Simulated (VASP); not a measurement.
TiN, 2 atoms in the cell. The structure is cubic, space group Fm-3m (No. 225). Conventional cell: a = 4.028 Å, b = 4.028 Å, c = 4.028 Å, α = 90.00°, β = 90.00°, γ = 90.00°. Ti (site symmetry m-3m) has 6 N at 2.01 Å within 2.7 Å. Within 2.7 Å of N (site symmetry m-3m) lie 6 Ti at 2.01 Å. 

```yaml
Program: VASP 6.6.1
Task: single point
Functional: PBEsol
Potentials_or_basis: VASP PAW PBE potentials, release 64 (Ti_sv, N)
Cutoff: 520 eV
k_mesh: 20 × 20 × 20
Occupations: gaussian, width 0.15 eV
Spin: collinear spin, ferromagnetic start
Starting_moments: "[0.5, 0.0] μB"
Fixed_moment: 0.5 μB
Dipole_correction: no
Further_INCAR_settings: ALGO = Normal; EDIFF = 1e-07; NBANDS = 20
```

Potentials or basis: VASP PAW PBE potentials, release 64 (Ti_sv, N).

Run with:

```console
$ cat potpaw_PBE.64/Ti_sv/POTCAR potpaw_PBE.64/N/POTCAR > POTCAR
$ mpirun -np 1 vasp_std > vasp.out
```

Hardware: 1 thread of Intel(R) Xeon(R) 6975P-C (Granite Rapids), on a shared host.

Question: Estimate the wall time of this run.

Answer: It took 100 s on 1 thread of Intel(R) Xeon(R) 6975P-C (Granite Rapids) (shared host), peak memory 0.25 GiB. Counts: scf iterations 16, k points 256.
